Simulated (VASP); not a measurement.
# SrO (Fm-3m) in VASP: settings compared

Aim: see how the results for SrO move with the level of theory and the settings. Levels: PBE, r2SCAN. Tasks: single point.

All numbers are computed with VASP 6.6.1; they aren't measurements. Logs are shortened: lines on timing, memory, paths and dates and some standing lists are left out, and cuts for length are marked.

### 1 The cell of the first run

It takes space group Fm-3m (No. 225, cubic). Conventional cell: a = 5.296 Å, b = 5.296 Å, c = 5.296 Å, α = 90.00°, β = 90.00°, γ = 90.00°. Sr (site symmetry m-3m) has 6 O at 2.65 Å within 3.5 Å. Within 3.5 Å of O (site symmetry m-3m) lie 6 Sr at 2.65 Å.

### 2 Single point, PBE (volume changed by +6%)

INCAR reads:

```
PREC = Accurate
ENCUT = 520
EDIFF = 1E-6
ISMEAR = 0
SIGMA = 0.01
LREAL = False
LASPH = True
NELM = 100
ALGO = Normal
ISIF = 2
LWAVE = False
LCHARG = False
GGA = PE
NBANDS = 15
```

KPOINTS reads:

```
regular mesh
0
Gamma
  8 8 8
```

POSCAR reads:

```
SrO
1.0
    0.0000000000      2.6482136315      2.6482136315
    2.6482136315      0.0000000000      2.6482136315
    2.6482136315      2.6482136315      0.0000000000
Sr O
1 1
Direct
    0.0000000000      0.0000000000      0.0000000000
    0.5000000000      0.5000000000      0.5000000000
```

Potentials or basis: VASP PAW PBE potentials, release 64 (Sr_sv, O).

Run with:

```bash
> cat potpaw_PBE.64/Sr_sv/POTCAR potpaw_PBE.64/O/POTCAR > POTCAR
> mpirun -np 1 vasp_std > vasp.out
```

OUTCAR:

```text
PREC = Accurate
   ENCUT = 520
   EDIFF = 1E-6
   ISMEAR = 0
   LREAL = False
   LASPH = True
   NELM = 100
   ISIF = 2
   GGA = PE

 ion  position               nearest neighbor table
   1  0.000  0.000  0.000-   2 2.65   2 2.65   2 2.65   2 2.65   2 2.65   2 2.65
   2  0.500  0.500  0.500-   1 2.65   1 2.65   1 2.65   1 2.65   1 2.65   1 2.65

  LATTYP: Found a face centered cubic cell.
 ALAT       =     5.2964272630

  Lattice vectors:

 A1 = (   0.0000000000,   2.6482136315,   2.6482136315)
 A2 = (   2.6482136315,   0.0000000000,   2.6482136315)
 A3 = (   2.6482136315,   2.6482136315,   0.0000000000)

Analysis of symmetry for initial positions (statically):
=====================================================================
 Subroutine PRICEL returns:
 Original cell was already a primitive cell.

 Routine SETGRP: Setting up the symmetry group for a
 face centered cubic supercell.

 Subroutine GETGRP returns: Found 48 space group operations
 (whereof 48 operations were pure point group operations)
 out of a pool of 48 trial point group operations.

The static configuration has the point symmetry O_h .

Analysis of symmetry for dynamics (positions and initial velocities):
=====================================================================
 Subroutine PRICEL returns:
 Original cell was already a primitive cell.

 Routine SETGRP: Setting up the symmetry group for a
 face centered cubic supercell.

 Subroutine GETGRP returns: Found 48 space group operations
 (whereof 48 operations were pure point group operations)
 out of a pool of 48 trial point group operations.

The dynamic configuration has the point symmetry O_h .

 Subroutine INISYM returns: Found 48 space group operations
 (whereof 48 operations are pure point group operations),
 and found     1 'primitive' translations

----------------------------------------------------------------------------------------

                                     Primitive cell

  volume of cell :      37.1440

  direct lattice vectors                    reciprocal lattice vectors
     0.000000000  2.648213631  2.648213631    -0.188806520  0.188806520  0.188806520
     2.648213631  0.000000000  2.648213631     0.188806520 -0.188806520  0.188806520
     2.648213631  2.648213631  0.000000000     0.188806520  0.188806520 -0.188806520

  length of vectors
     3.745139634  3.745139634  3.745139634     0.327022485  0.327022485  0.327022485

  position of ions in fractional coordinates (direct lattice)
     0.000000000  0.000000000  0.000000000
     0.500000000  0.500000000  0.500000000

  ion indices of the primitive-cell ions
   primitive index   ion index
                 1           1
                 2           2

----------------------------------------------------------------------------------------

 KPOINTS: regular mesh

Automatic generation of k-mesh.
 Grid dimensions read from file:
 generate k-points for:    8    8    8

 Generating k-lattice:

  Cartesian coordinates                     Fractional coordinates (reciprocal lattice)
    -0.023600815  0.023600815  0.023600815     0.125000000  0.000000000  0.000000000
     0.023600815 -0.023600815  0.023600815     0.000000000  0.125000000  0.000000000
     0.023600815  0.023600815 -0.023600815     0.000000000  0.000000000  0.125000000

  Length of vectors
     0.040877811  0.040877811  0.040877811

  Shift w.r.t. Gamma in fractional coordinates (k-lattice)
     0.000000000  0.000000000  0.000000000

 Subroutine IBZKPT returns following result:
 ===========================================

 Found     29 irreducible k-points:

 Following reciprocal coordinates:
            Coordinates               Weight
  0.000000  0.000000  0.000000      1.000000
  0.125000  0.000000  0.000000      8.000000
  0.250000  0.000000  0.000000      8.000000
  0.375000  0.000000  0.000000      8.000000
  0.500000  0.000000  0.000000      4.000000
  0.125000  0.125000  0.000000      6.000000
[... 16 lines left out ...]
  0.500000  0.250000  0.125000     48.000000
 -0.375000  0.250000  0.125000     24.000000
 [... further k-points ...]
   k-points           NKPTS =     29   k-points in BZ     NKDIM =     29   number of bands    NBANDS=     15
   number of dos      NEDOS =    301   number of ions     NIONS =      2
   total plane-waves  NPLWV =  21952
   dimension x,y,z NGX =    28 NGY =   28 NGZ =   28
   dimension x,y,z NGXF=    56 NGYF=   56 NGZF=   56
   ions per type =               1   1
   NGX,Y,Z   is equivalent  to a cutoff of  12.43, 12.43, 12.43 a.u.
   NGXF,Y,Z  is equivalent  to a cutoff of  24.86, 24.86, 24.86 a.u.
 SYSTEM =  unknown system
   PREC   = accura    normal or accurate (medium, high low for compatibility)
   ISTART =      0    job   : 0-new  1-cont  2-samecut
   ICHARG =      2    charge: 1-file 2-atom 10-const
   ISPIN  =      1    spin polarized calculation?
   LNONCOLLINEAR =      F non collinear calculations
   LSORBIT =      F    spin-orbit coupling
   LASPH  =      T    aspherical Exc in radial PAW
   ENCUT  =  520.0 eV  38.22 Ry    6.18 a.u.   6.96  6.96  6.96*2*pi/ulx,y,z
   NELM   =    100;   NELMIN=  2; NELMDL= -5     # of ELM steps
   EDIFF  = 0.1E-05   stopping-criterion for ELM
   LREAL  =      F    real-space projection
   EDIFFG = 0.1E-04   stopping-criterion for IOM
   NSW    =      0    number of steps for IOM
   IBRION =     -1    ionic relax: 0-MD 1-quasi-New 2-CG
   NFREE  =      0    steps in history (QN), initial steepest desc. (CG)
   ISIF   =      2    stress and relaxation
   ISYM   =      2    0-nonsym 1-usesym 2-fastsym
   POTIM  = 0.5000    time-step for ionic-motion
   TEBEG  =    0.0;   TEEND  =   0.0 temperature during run
   PSTRESS=    0.0 pullay stress
   NELECT =      16.0000    total number of electrons
   NUPDOWN=      -1.0000    fix difference up-down
   EMIN   =  10.00;   EMAX   =-10.00  energy-range for DOS
   EFERMI =   0.00;   METHOD = LEGACY
   ISMEAR =     0;   SIGMA  =   0.01  broadening in eV -4-tet -1-fermi 0-gaus
   EFERMI_NEDOS =   21; number of points for ismear=-14 and -15
   IALGO  =     38    algorithm
   IMIX   =      4    mixing-type and parameters
     AMIX     =   0.40;   BMIX     =  1.00
     AMIX_MAG =   1.60;   BMIX_MAG =  1.00
  volume/ion in A,a.u.               =      18.57       125.33
  Fermi-wavevector in a.u.,A,eV,Ry     =   1.236380  2.336419 20.798333  1.528634
  Thomas-Fermi vector in A             =   2.370990
   LORBIT       =      0    0 simple, 1 ext, 2 COOP (PROOUT), +10 PAW based schemes
   GGA     = PE    functional components
   LHFCALC =     F    Hartree Fock is set to
   AEXX    =    0.0000 exact exchange contribution
   IVDW    =     0    specifies the selected vdW correction
   LEPSILON=     F    determine dielectric tensor
   LRPA    =     F    only Hartree local field effects (RPA)
 non-spin polarized calculation
 Gauss-broadening in eV      SIGMA  =   0.01
  energy-cutoff  :      520.00
  volume of cell :       37.14
 maximum number of plane-waves:      1012
   NGX = 13   NGY = 13   NGZ = 13

 number of electron      16.0000007 magnetization

 Free energy of the ion-electron system (eV)
  ---------------------------------------------------
  ext. energy  EPLUGINS =         0.00000000
  ---------------------------------------------------
  free energy    TOTEN  =       -12.03213364 eV

  energy without entropy =      -12.03213364  energy(sigma->0) =      -12.03213364

 E-fermi :   1.4080     XC(G=0):  -9.6148

 val. band max:        1.2664998979   @ k =   0.0000   0.0000   0.0000
 cond. band min:       4.5635757703   @ k =   0.5000   0.5000   0.0000
 fundamental gap:      3.2970758724
 Fermi energy:         1.4080050734

 k-point     1 :       0.0000    0.0000    0.0000
  band No.  band energies     occupation
      1     -31.4513      2.00000
      2     -13.7123      2.00000
      3     -13.1675      2.00000
      4     -13.1675      2.00000
      5     -13.1675      2.00000
      6       1.2665      2.00000
      7       1.2665      2.00000
      8       1.2665      2.00000
      9       4.6471      0.00000
     10       7.2708      0.00000
     11       7.2708      0.00000
     12       7.2708      0.00000
     13       9.2457      0.00000
     14       9.2457      0.00000
     15      13.5357      0.00000

 k-point     2 :       0.1250    0.0000    0.0000
  band No.  band energies     occupation
      1     -31.4380      2.00000
      2     -14.1115      2.00000
      3     -13.1774      2.00000
      4     -13.1774      2.00000
      5     -12.8034      2.00000
      6       0.8352      2.00000
      7       1.0994      2.00000
      8       1.0994      2.00000
      9       5.3154      0.00000
     10       7.1257      0.00000
     11       7.5467      0.00000
     12       7.5467      0.00000
     13       9.5962      0.00000
     14       9.5962      0.00000
     15      14.4382      0.00000

 k-point     3 :       0.2500    0.0000    0.0000
  band No.  band energies     occupation
      1     -31.4054      2.00000
      2     -14.6297      2.00000
      3     -13.2011      2.00000
      4     -13.2011      2.00000
      5     -12.3698      2.00000
      6       0.0720      2.00000
      7       0.7350      2.00000
      8       0.7350      2.00000
      9       6.7193      0.00000
     10       7.0875      0.00000
     11       8.2912      0.00000
     12       8.2912      0.00000
     13      10.4815      0.00000
     14      10.4815      0.00000
     15      16.1661      0.00000

 k-point     4 :       0.3750    0.0000    0.0000
  band No.  band energies     occupation
      1     -31.3726      2.00000
      2     -14.9982      2.00000
      3     -13.2244      2.00000
      4     -13.2244      2.00000
      5     -12.0862      2.00000
      6      -0.5211      2.00000
      7       0.4128      2.00000
      8       0.4128      2.00000
      9       7.2521      0.00000
     10       8.2872      0.00000
     11       9.1835      0.00000
     12       9.1835      0.00000
     13      11.6008      0.00000
     14      11.6008      0.00000
     15      15.6143      0.00000
[... 307 lines left out ...]
 k-point    22 :       0.3750    0.2500    0.1250
  band No.  band energies     occupation
      1     -31.3817      2.00000
      2     -14.6488      2.00000
      3     -13.3603      2.00000
      4     -13.2456      2.00000
      5     -12.3935      2.00000
      6      -0.0917      2.00000
      7       0.6564      2.00000
      8       0.9838      2.00000
      9       6.1956      0.00000
     10       7.1573      0.00000
     11       9.0793      0.00000
     12       9.3486      0.00000
     13      10.6418      0.00000
     14      11.3009      0.00000
     15      16.6971      0.00000

 k-point    23 :       0.5000    0.2500    0.1250
  band No.  band energies     occupation
      1     -31.3556      2.00000
      2     -14.7949      2.00000
      3     -13.4395      2.00000
      4     -13.2988      2.00000
      5     -12.3162      2.00000
      6      -0.1770      2.00000
      7       0.4450      2.00000
      8       0.7547      2.00000
      9       6.6271      0.00000
     10       7.8965      0.00000
     11       9.5622      0.00000
     12       9.8391      0.00000
     13      11.5862      0.00000
     14      12.4498      0.00000
     15      14.5121      0.00000

 k-point    24 :      -0.3750    0.2500    0.1250
  band No.  band energies     occupation
      1     -31.3448      2.00000
      2     -14.8521      2.00000
      3     -13.4575      2.00000
      4     -13.3368      2.00000
      5     -12.2865      2.00000
      6      -0.2071      2.00000
      7       0.4860      2.00000
      8       0.5241      2.00000
      9       7.3068      0.00000
     10       7.6402      0.00000
     11       9.8570      0.00000
     12      10.2043      0.00000
     13      12.0580      0.00000
     14      13.2860      0.00000
     15      13.5428      0.00000

 [... further k-points ...]
[... 5 lines left out ...]
  --------------------------------------------------------------------------------------
  -------------------------------------------------------------------------------------
  Total       -0.9092163     -0.9092163     -0.9092163     -0.0000000      0.0000000      0.0000000
  in kB      -39.2182991    -39.2182991    -39.2182991     -0.0000000      0.0000000      0.0000000
  external PRESSURE =     -39.2182991 kB  Pullay stress =       0.0000000 kB

 VOLUME and BASIS-vectors are now :
 -----------------------------------------------------------------------------
  energy-cutoff  :      520.00
  volume of cell :       37.14
      direct lattice vectors                 reciprocal lattice vectors
     0.000000000  2.648213631  2.648213631    -0.188806520  0.188806520  0.188806520
     2.648213631  0.000000000  2.648213631     0.188806520 -0.188806520  0.188806520
     2.648213631  2.648213631  0.000000000     0.188806520  0.188806520 -0.188806520

 POSITION                                       TOTAL-FORCE (eV/Angst)
 -----------------------------------------------------------------------------------
      0.00000      0.00000      0.00000         0.000000     -0.000000     -0.000000
      2.64821      2.64821      2.64821        -0.000000      0.000000      0.000000
 -----------------------------------------------------------------------------------
    total drift:                                0.000000      0.000000      0.000000

  FREE ENERGIE OF THE ION-ELECTRON SYSTEM (eV)
  ---------------------------------------------------
  free  energy   TOTEN  =       -12.0321336426 eV

  energy  without entropy=      -12.0321336426  energy(sigma->0) =      -12.03213364
```

It took 12 s on 1 thread of AMD EPYC 9R45 (Zen 5), shared host; peak memory 0.13 GiB.

What came out:

```yaml
Free_energy: -12.0321 eV
Pressure: -3.9 GPa
Band_gap_on_the_k_mesh: 3.30 eV, indirect (least direct gap 3.38 eV)
```

 A k mesh can miss the band edges.

### 3 Single point, r2SCAN (volume changed by -6%)

POSCAR reads:

```
SrO
1.0
    0.0000000000      2.5272266850      2.5272266850
    2.5272266850      0.0000000000      2.5272266850
    2.5272266850      2.5272266850      0.0000000000
Sr O
1 1
Direct
    0.0000000000      0.0000000000      0.0000000000
    0.5000000000      0.5000000000      0.5000000000
```

INCAR.step1 reads:

```
PREC = Accurate
ENCUT = 520
ISMEAR = 0
SIGMA = 0.01
LREAL = F
LASPH = T
NELM = 60
NBANDS = 15
GGA = PE
ALGO = Normal
EDIFF = 1E-4
LWAVE = T
LCHARG = F
```

INCAR.step2 reads:

```
PREC = Accurate
ENCUT = 520
EDIFF = 1E-7
ISMEAR = 0
SIGMA = 0.01
LREAL = F
LASPH = T
NELM = 60
ALGO = Normal
ISIF = 2
LWAVE = F
LCHARG = F
METAGGA = R2SCAN
LMIXTAU = T
NBANDS = 15
ISTART = 1
```

KPOINTS reads:

```
Automatic mesh
0
Gamma
  8 8 8
```

Potentials or basis: VASP PAW PBE potentials, release 64 (Sr_sv, O).

Run with:

```bash
> cat potpaw_PBE.64/Sr_sv/POTCAR potpaw_PBE.64/O/POTCAR > POTCAR
> cp INCAR.step1 INCAR
> mpirun -np 1 vasp_std > vasp.out
> cp INCAR.step2 INCAR
> mpirun -np 1 vasp_std > vasp.out
```

Run time: 59 s. Hardware: 1 thread of AMD EPYC 9R45 (Zen 5), shared host; peak memory 0.14 GiB.

It converged, with:

```
Free energy            : -27.0057 eV
Pressure               : 7.4 GPa
Band gap on the k mesh : 3.71 eV, indirect (least direct gap 3.75 eV)
```

Levels at points of the mesh, in eV from the valence-band top:
```csv
k point,band 4,band 5,band 6,band 7,band 8,band 9,band 10,band 11,band 12,band 13
"(0.00, 0.00, 0.00)",-14.26,-14.26,0.00,0.00,0.00,5.06,6.89,6.89,6.89,9.33
"(0.50, 0.00, 0.00)",-14.34,-13.20,-2.22,-1.24,-1.24,7.34,9.52,9.79,9.79,13.20
"(0.50, 0.50, 0.00)",-14.68,-14.68,-0.33,-0.05,-0.05,3.71,8.93,11.27,11.61,12.14
```

Caveat: the PAW data sets were made with another functional, which shifts forces and pressure a little.
